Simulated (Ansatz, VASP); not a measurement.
Fe: VASP beside Ansatz

File INCAR:

```
SYSTEM = Fe
PREC = Accurate
ENCUT = 600
EDIFF = 1E-6
ISMEAR = 0
SIGMA = 0.05
LREAL = .FALSE.
LASPH = .TRUE.
NELM = 120
ALGO = Normal
ISIF = 2
LWAVE = .FALSE.
LCHARG = .TRUE.
GGA = PE
LELF = .TRUE.
LVHAR = .TRUE.
NBANDS = 14
GGA_COMPAT = .FALSE.
```

KPOINTS

```
regular mesh
0
G
  22 22 22
  0 0 0
```

The input POSCAR:

```
Fe
1.0
   -1.3697016121      1.3697016121      1.3697016121
    1.3697016121     -1.3697016121      1.3697016121
    1.3697016121      1.3697016121     -1.3697016121
Fe
1
Direct
    0.0000000000      0.0000000000      0.0000000000
```

Input for Ansatz:

```yaml
crystal:
  lattice:
    - [-1.3697016121, 1.3697016121, 1.3697016121]
    - [1.3697016121, -1.3697016121, 1.3697016121]
    - [1.3697016121, 1.3697016121, -1.3697016121]
  atoms:
    - { symbol: Fe, position: [0.0, 0.0, 0.0] }
basis:
  ecutwfc: 420
  ecutrho_ratio: 4
kpoints:
  mp_grid: { grid: [22, 22, 22] }
hamiltonian:
  xc: pbe
scf:
  occupations: { method: gaussian, width: 0.05 }
output:
  forces: true
  stress: true
  eigenvalues: true
```

Alike in both runs: task single point; functional PBE; k mesh 22 × 22 × 22; occupations gaussian, width 0.05 eV; no spin polarisation.

```csv
,VASP,Ansatz
version,VASP 6.6.1,Ansatz 0.2.0
potentials or method,"VASP PAW PBE potentials, release 64 (Fe_sv), cutoff 600 eV","scalar-relativistic, plane waves, PAW"
valence electrons in the cell,16,16
```

```csv
,VASP,Ansatz,Ansatz less VASP
gap on the k mesh at the Fermi level (eV),none,none,-
pressure (GPa),1.6,5.7,+4.13
```

A gap of «none» marks a metal or a gap that the smearing closes. One of these differences is far larger than is usual between the two programs; its cause wasn't traced.
